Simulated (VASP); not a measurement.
# MgW (Cmmm) in VASP: single point with PBEsol

Aim: the single point of MgW with PBEsol.

Program: VASP 6.6.1. These are calculated values, not measurements. Logs are shortened: lines on timing, memory, paths and dates and some standing lists are left out, and cuts for length are marked.

### 1 The cell of the first run

The structure is orthorhombic, space group Cmmm (No. 65). The conventional cell has a = 3.335 Å, b = 4.241 Å, c = 4.703 Å, α = 90.00°, β = 90.00°, γ = 90.00°. Within 3.6 Å of Mg (site symmetry mmm) lie 6 Mg at 2.70 to 3.34 Å and 8 W at 2.88 to 3.17 Å. W (site symmetry mmm) has 6 W at 2.70 to 3.34 Å and 8 Mg at 2.88 to 3.17 Å within 3.6 Å.

### 2 Single point, PBEsol

Contents of INCAR:

```
PREC = Accurate ; ENCUT = 520
EDIFF = 1E-6 ; ISMEAR = 0
SIGMA = 0.1 ; LREAL = False
LASPH = True ; NELM = 80
ALGO = Fast ; ISIF = 2
LWAVE = False ; LCHARG = False
GGA = PS ; NBANDS = 24
```

Contents of KPOINTS:

```
Automatic mesh
0
Gamma
  16 12 12
```

Contents of POSCAR:

```
MgW
1.0
    3.3350714890      0.0000000000      0.0000000000
    0.0000000000      4.2407654131      0.0000000000
    0.0000000000      0.0000000000      4.7033387516
Mg W
2 2
Direct
    0.5000000000      0.0000000000      0.5000000000
    0.0000000000      0.5000000000      0.5000000000
    0.5000000000      0.5000000000      0.0000000000
    0.0000000000      0.0000000000      0.0000000000
```

Potentials or basis: VASP PAW PBE potentials, release 64 (Mg, W_sv).

The run is started by

```bash
$ cat potpaw_PBE.64/Mg/POTCAR potpaw_PBE.64/W_sv/POTCAR > POTCAR
$ mpirun -np 1 vasp_std > vasp.out
```

OUTCAR:

```text
PREC = Accurate
   ENCUT = 520
   EDIFF = 1E-6
   ISMEAR = 0
   LREAL = False
   LASPH = True
   NELM = 80
   ISIF = 2
   GGA = PS

 ion  position               nearest neighbor table
   1  0.500  0.000  0.500-   2 2.70   2 2.70   2 2.70   2 2.70   4 2.88   4 2.88   4 2.88   4 2.88
                             3 3.17   3 3.17   3 3.17   3 3.17
   2  0.000  0.500  0.500-   1 2.70   1 2.70   1 2.70   1 2.70   3 2.88   3 2.88   3 2.88   3 2.88
                             4 3.17   4 3.17   4 3.17   4 3.17
   3  0.500  0.500  0.000-   4 2.70   4 2.70   4 2.70   4 2.70   2 2.88   2 2.88   2 2.88   2 2.88
                             1 3.17   1 3.17   1 3.17   1 3.17
   4  0.000  0.000  0.000-   3 2.70   3 2.70   3 2.70   3 2.70   1 2.88   1 2.88   1 2.88   1 2.88
                             2 3.17   2 3.17   2 3.17   2 3.17

  LATTYP: Found a simple orthorhombic cell.
 ALAT       =     3.3350714890
 B/A-ratio  =     1.2715665697
 C/A-ratio  =     1.4102662468

  Lattice vectors:

 A1 = (   3.3350714890,   0.0000000000,   0.0000000000)
 A2 = (   0.0000000000,   4.2407654131,   0.0000000000)
 A3 = (   0.0000000000,   0.0000000000,   4.7033387516)

Analysis of symmetry for initial positions (statically):
=====================================================================
 Subroutine PRICEL returns following result:

  LATTYP: Found a base centered orthorhombic cell.
 ALAT       =     3.3350714890
 B/A-ratio  =     1.2715665697
 C/A-ratio  =     1.4102662468

  Lattice vectors:

 A1 = (   1.6675357445,  -2.1203827066,   0.0000000000)
 A2 = (   1.6675357445,   2.1203827066,   0.0000000000)
 A3 = (   0.0000000000,   0.0000000000,   4.7033387516)

   2 primitive cells build up your supercell.

 Routine SETGRP: Setting up the symmetry group for a
 simple orthorhombic supercell.

 Subroutine GETGRP returns: Found  8 space group operations
 (whereof  8 operations were pure point group operations)
 out of a pool of  8 trial point group operations.

The static configuration has the point symmetry D_2h.

Analysis of symmetry for dynamics (positions and initial velocities):
=====================================================================
 Subroutine PRICEL returns following result:

  LATTYP: Found a base centered orthorhombic cell.
 ALAT       =     3.3350714890
 B/A-ratio  =     1.2715665697
 C/A-ratio  =     1.4102662468

  Lattice vectors:

 A1 = (   1.6675357445,  -2.1203827066,   0.0000000000)
 A2 = (   1.6675357445,   2.1203827066,   0.0000000000)
 A3 = (   0.0000000000,   0.0000000000,   4.7033387516)

   2 primitive cells build up your supercell.

 Routine SETGRP: Setting up the symmetry group for a
 simple orthorhombic supercell.

 Subroutine GETGRP returns: Found  8 space group operations
 (whereof  8 operations were pure point group operations)
 out of a pool of  8 trial point group operations.

The dynamic configuration has the point symmetry D_2h.

 Subroutine INISYM returns: Found  8 space group operations
 (whereof  8 operations are pure point group operations),
 and found     2 'primitive' translations

----------------------------------------------------------------------------------------

                                     Primitive cell

  volume of cell :      33.2603

  direct lattice vectors                    reciprocal lattice vectors
     1.667535745 -2.120382707  0.000000000     0.299843648 -0.235806488  0.000000000
     1.667535745  2.120382707  0.000000000     0.299843648  0.235806488  0.000000000
     0.000000000  0.000000000  4.703338752     0.000000000  0.000000000  0.212614922

  length of vectors
     2.697535594  2.697535594  4.703338752     0.381458927  0.381458927  0.212614922

  position of ions in fractional coordinates (direct lattice)
     0.500000000  0.500000000  0.500000000
     0.000000000  1.000000000  0.000000000

  ion indices of the primitive-cell ions
   primitive index   ion index
                 1           1
                 2           3

----------------------------------------------------------------------------------------

 KPOINTS: Automatic mesh

Automatic generation of k-mesh.
 Grid dimensions read from file:
 generate k-points for:   16   12   12

 Generating k-lattice:

  Cartesian coordinates                     Fractional coordinates (reciprocal lattice)
     0.018740228  0.000000000  0.000000000     0.062500000  0.000000000  0.000000000
     0.000000000  0.019650541  0.000000000     0.000000000  0.083333333  0.000000000
     0.000000000  0.000000000  0.017717910     0.000000000  0.000000000  0.083333333

  Length of vectors
     0.018740228  0.019650541  0.017717910

  Shift w.r.t. Gamma in fractional coordinates (k-lattice)
     0.000000000  0.000000000  0.000000000

 Subroutine IBZKPT returns following result:
 ===========================================

 Found    441 irreducible k-points:

 Following reciprocal coordinates:
            Coordinates               Weight
  0.000000  0.000000  0.000000      1.000000
  0.062500  0.000000  0.000000      2.000000
  0.125000  0.000000  0.000000      2.000000
  0.187500  0.000000  0.000000      2.000000
  0.250000  0.000000  0.000000      2.000000
  0.312500  0.000000  0.000000      2.000000
[... 16 lines left out ...]
  0.250000  0.166667  0.000000      4.000000
  0.312500  0.166667  0.000000      4.000000
 [... further k-points ...]
   k-points           NKPTS =    441   k-points in BZ     NKDIM =    441   number of bands    NBANDS=     24
   number of dos      NEDOS =    301   number of ions     NIONS =      4
   total plane-waves  NPLWV =  32256
   dimension x,y,z NGX =    28 NGY =   32 NGZ =   36
   dimension x,y,z NGXF=    56 NGYF=   64 NGZF=   72
   ions per type =               2   2
   NGX,Y,Z   is equivalent  to a cutoff of  13.96, 12.54, 12.72 a.u.
   NGXF,Y,Z  is equivalent  to a cutoff of  27.91, 25.09, 25.45 a.u.
 SYSTEM =  unknown system
   PREC   = accura    normal or accurate (medium, high low for compatibility)
   ISTART =      0    job   : 0-new  1-cont  2-samecut
   ICHARG =      2    charge: 1-file 2-atom 10-const
   ISPIN  =      1    spin polarized calculation?
   LNONCOLLINEAR =      F non collinear calculations
   LSORBIT =      F    spin-orbit coupling
   LASPH  =      T    aspherical Exc in radial PAW
   ENCUT  =  520.0 eV  38.22 Ry    6.18 a.u.   6.20  7.89  8.75*2*pi/ulx,y,z
   NELM   =     80;   NELMIN=  2; NELMDL= -5     # of ELM steps
   EDIFF  = 0.1E-05   stopping-criterion for ELM
   LREAL  =      F    real-space projection
   EDIFFG = 0.1E-04   stopping-criterion for IOM
   NSW    =      0    number of steps for IOM
   IBRION =     -1    ionic relax: 0-MD 1-quasi-New 2-CG
   NFREE  =      0    steps in history (QN), initial steepest desc. (CG)
   ISIF   =      2    stress and relaxation
   ISYM   =      2    0-nonsym 1-usesym 2-fastsym
   POTIM  = 0.5000    time-step for ionic-motion
   TEBEG  =    0.0;   TEEND  =   0.0 temperature during run
   PSTRESS=    0.0 pullay stress
   NELECT =      32.0000    total number of electrons
   NUPDOWN=      -1.0000    fix difference up-down
   EMIN   =  10.00;   EMAX   =-10.00  energy-range for DOS
   EFERMI =   0.00;   METHOD = LEGACY
   ISMEAR =     0;   SIGMA  =   0.10  broadening in eV -4-tet -1-fermi 0-gaus
   EFERMI_NEDOS =   21; number of points for ismear=-14 and -15
   IALGO  =     68    algorithm
   IMIX   =      4    mixing-type and parameters
     AMIX     =   0.40;   BMIX     =  1.00
     AMIX_MAG =   1.60;   BMIX_MAG =  1.00
  volume/ion in A,a.u.               =      16.63       112.23
  Fermi-wavevector in a.u.,A,eV,Ry     =   1.282743  2.424033 22.387424  1.645429
  Thomas-Fermi vector in A             =   2.415036
   LORBIT       =      0    0 simple, 1 ext, 2 COOP (PROOUT), +10 PAW based schemes
   GGA     = PS    functional components
   LHFCALC =     F    Hartree Fock is set to
   AEXX    =    0.0000 exact exchange contribution
   IVDW    =     0    specifies the selected vdW correction
   LEPSILON=     F    determine dielectric tensor
   LRPA    =     F    only Hartree local field effects (RPA)
 non-spin polarized calculation
 RMM-DIIS sequential band-by-band and
 Gauss-broadening in eV      SIGMA  =   0.10
  energy-cutoff  :      520.00
  volume of cell :       66.52
 maximum number of plane-waves:      1816
 NGX is ok and might be reduce to    28
   NGX = 13   NGY = 15   NGZ = 17

 number of electron      31.9999998 magnetization

 Free energy of the ion-electron system (eV)
  ---------------------------------------------------
  ext. energy  EPLUGINS =         0.00000000
  ---------------------------------------------------
  free energy    TOTEN  =       -29.12616788 eV

  energy without entropy =      -29.11679228  energy(sigma->0) =      -29.12148008

 E-fermi :   6.9020     XC(G=0): -11.5810

 val. band max:        6.8961947093   @ k =   0.0625   0.3333   0.2500
 cond. band min:       6.9023956460   @ k =   0.5000   0.5000   0.3333
 fundamental gap:      0.0062009366
 Fermi energy:         6.9020286310

 k-point     1 :       0.0000    0.0000    0.0000
  band No.  band energies     occupation
      1     -66.7307      2.00000
      2     -66.5893      2.00000
      3     -31.4172      2.00000
      4     -31.0772      2.00000
      5     -31.0371      2.00000
      6     -30.8112      2.00000
[... 16 lines left out ...]
     23      13.8017      0.00000
     24      13.8325      0.00000

 k-point     2 :       0.0625    0.0000    0.0000
  band No.  band energies     occupation
      1     -66.7292      2.00000
      2     -66.5906      2.00000
      3     -31.4066      2.00000
      4     -31.0763      2.00000
      5     -31.0345      2.00000
      6     -30.8130      2.00000
[... 16 lines left out ...]
     23      13.2777      0.00000
     24      13.9739      0.00000

 k-point     3 :       0.1250    0.0000    0.0000
  band No.  band energies     occupation
      1     -66.7247      2.00000
      2     -66.5942      2.00000
      3     -31.3754      2.00000
      4     -31.0730      2.00000
      5     -31.0270      2.00000
      6     -30.8182      2.00000
[... 16 lines left out ...]
     23      12.4775      0.00000
     24      14.3628      0.00000
[... 514 lines left out ...]
 k-point    23 :       0.2500    0.1667    0.0000
  band No.  band energies     occupation
      1     -66.7014      2.00000
      2     -66.6148      2.00000
      3     -31.3177      2.00000
      4     -30.9880      2.00000
      5     -30.9076      2.00000
      6     -30.8495      2.00000
[... 16 lines left out ...]
     23      12.2723      0.00000
     24      14.1068      0.00000

 k-point    24 :       0.3125    0.1667    0.0000
  band No.  band energies     occupation
      1     -66.6914      2.00000
      2     -66.6234      2.00000
      3     -31.2934      2.00000
      4     -30.9711      2.00000
      5     -30.8832      2.00000
      6     -30.8622      2.00000
[... 16 lines left out ...]
     23      12.1502      0.00000
     24      13.3684      0.00000

 [... further k-points ...]
[... 5 lines left out ...]
  --------------------------------------------------------------------------------------
  -------------------------------------------------------------------------------------
  Total        0.1779269      0.1084122      0.0053069     -0.0000000      0.0000000      0.0000000
  in kB        4.2854517      2.6111566      0.1278181     -0.0000000      0.0000000      0.0000000
  external PRESSURE =       2.3414755 kB  Pullay stress =       0.0000000 kB

 VOLUME and BASIS-vectors are now :
 -----------------------------------------------------------------------------
  energy-cutoff  :      520.00
  volume of cell :       66.52
      direct lattice vectors                 reciprocal lattice vectors
     3.335071489  0.000000000  0.000000000     0.299843648  0.000000000  0.000000000
     0.000000000  4.240765413  0.000000000     0.000000000  0.235806488  0.000000000
     0.000000000  0.000000000  4.703338752     0.000000000  0.000000000  0.212614922

 POSITION                                       TOTAL-FORCE (eV/Angst)
 -----------------------------------------------------------------------------------
      1.66754      0.00000      2.35167        -0.000000      0.000000      0.000000
      0.00000      2.12038      2.35167        -0.000000      0.000000     -0.000000
      1.66754      2.12038      0.00000         0.000000     -0.000000     -0.000000
      0.00000      0.00000      0.00000        -0.000000      0.000000     -0.000000
 -----------------------------------------------------------------------------------
    total drift:                                0.000000      0.000000     -0.000000

  FREE ENERGIE OF THE ION-ELECTRON SYSTEM (eV)
  ---------------------------------------------------
  free  energy   TOTEN  =       -29.1261678814 eV

  energy  without entropy=      -29.1167922839  energy(sigma->0) =      -29.12148008
```

It took 3.9 min on 1 thread of Intel Xeon 6975P-C (Granite Rapids), shared host; peak memory 0.67 GiB.

Results:

| Item | Value |
| --- | --- |
| Free energy | -29.1262 eV |
| Pressure | 0.2 GPa |
| Band gap on the k mesh | zero (bands 16 and 17 overlap by 1.63 eV) |

Caveat: the PAW data sets were made with another functional, which shifts forces and pressure a little; spin-orbit coupling is left out, which moves the levels of the heavy elements.
